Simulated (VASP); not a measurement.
A run of VASP 6.6.1:

Contents of INCAR:

```
ALGO = Normal ; EDIFF = 1E-6
ENCUT = 520 ; GGA = PE
ISIF = 2 ; ISMEAR = 0
ISPIN = 2 ; LASPH = T
LCHARG = F ; LDAU = T
LDAUJ = 0 0 ; LDAUL = 2 -1
LDAUPRINT = 1 ; LDAUTYPE = 2
LDAUU = 4.38 0 ; LMAXMIX = 4
LORBIT = 11 ; LREAL = F
LWAVE = F ; MAGMOM = 2 0
NBANDS = 21 ; NELM = 150
PREC = Accurate ; SIGMA = 0.1
```

The input KPOINTS:

```
k-points
0
Gamma
  14 14 14
```

File POSCAR:

```
MoS
1.0
    2.8908921087      0.0000000000      0.0000000000
    0.0000000000      2.8908921087      0.0000000000
    0.0000000000      0.0000000000      2.8908921087
Mo S
1 1
Direct
    0.0000000000      0.0000000000      0.0000000000
    0.5000000000      0.5000000000      0.5000000000
```

Potentials or basis: VASP PAW PBE potentials, release 64 (Mo_sv, S).

Run with:

```bash
$ cat potpaw_PBE.64/Mo_sv/POTCAR potpaw_PBE.64/S/POTCAR > POTCAR
$ mpirun -np 1 vasp_std > vasp.out
```

Hardware: 1 thread of AMD EPYC 9R45 96-Core Processor (Zen 5) (shared host).

Task: Estimate the wall time of this run.

Result: Run time: 96 s on 1 thread of AMD EPYC 9R45 96-Core Processor (Zen 5), on a shared host, peak memory 0.19 GiB. Counts: scf iterations 26, k points 120.
